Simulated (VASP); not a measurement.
## NiO: single point with PBE

NiO:

```
CELL_PARAMETERS angstrom
0.00000 2.12905 2.12905
2.12905 0.00000 2.12905
2.12905 2.12905 0.00000
ATOMIC_POSITIONS crystal
Ni 0.00000 0.00000 0.00000
O 0.50000 0.50000 0.50000
```

```
Program             : VASP 6.6.1
Task                : single point
Functional          : PBE
Potentials or basis : VASP PAW PBE potentials, release 64 (Ni, O)
Cutoff              : 520 eV
k mesh              : 18 × 18 × 18
Occupations         : gaussian, width 0.1 eV
Spin                : collinear spin, ferromagnetic start
Starting moments    : [1.6, 0.32] μB
```

```yaml
Pressure: -5.0 GPa
Net_moment: 1.84 μB per cell
Site_moments: Ni +1.50; O +0.29 μB
Valence_electrons_inside_the_program's_atomic_spheres: Ni 8.88; O 4.95
```

Levels at points of the mesh, in eV from the Fermi level:
Spin up:
| k point | band 6 | band 7 | band 8 | band 9 | band 10 | band 11 | band 12 | band 13 |
| --- | --- | --- | --- | --- | --- | --- | --- | --- |
| (0.00, 0.00, 0.00) | -2.71 | -2.54 | -2.54 | -2.54 | 1.27 | 17.71 | 18.52 | 18.52 |
| (0.50, 0.00, 0.00) | -1.94 | -1.42 | 0.17 | 0.17 | 5.52 | 9.46 | 13.67 | 13.67 |
| (0.50, 0.50, 0.00) | -2.80 | -2.35 | -1.65 | -1.65 | 5.80 | 10.24 | 12.02 | 15.97 |
Spin down:
| k point | band 4 | band 5 | band 6 | band 7 | band 8 | band 9 | band 10 | band 11 |
| --- | --- | --- | --- | --- | --- | --- | --- | --- |
| (0.00, 0.00, 0.00) | -2.17 | -1.69 | -1.69 | -1.69 | -0.44 | -0.44 | 1.63 | 17.64 |
| (0.50, 0.00, 0.00) | -4.34 | -0.89 | -0.89 | -0.54 | 2.16 | 2.17 | 5.69 | 10.00 |
| (0.50, 0.50, 0.00) | -3.45 | -2.56 | -0.72 | -0.72 | -0.06 | 0.38 | 6.27 | 10.61 |

Run time: 54 s on 1 thread of Intel(R) Xeon(R) 6975P-C (Granite Rapids) (shared host), peak memory 0.23 GiB.

Caveat: the cell stands under tension; a cell with one magnetic atom can't hold antiferromagnetic order, which such compounds often take; semilocal functionals often make such compounds metallic where correlation or magnetic order opens a gap, which also shifts bond lengths. With open d or f shells a metallic result of PBE can be an artefact of self-interaction; +U or a hybrid may open a gap.
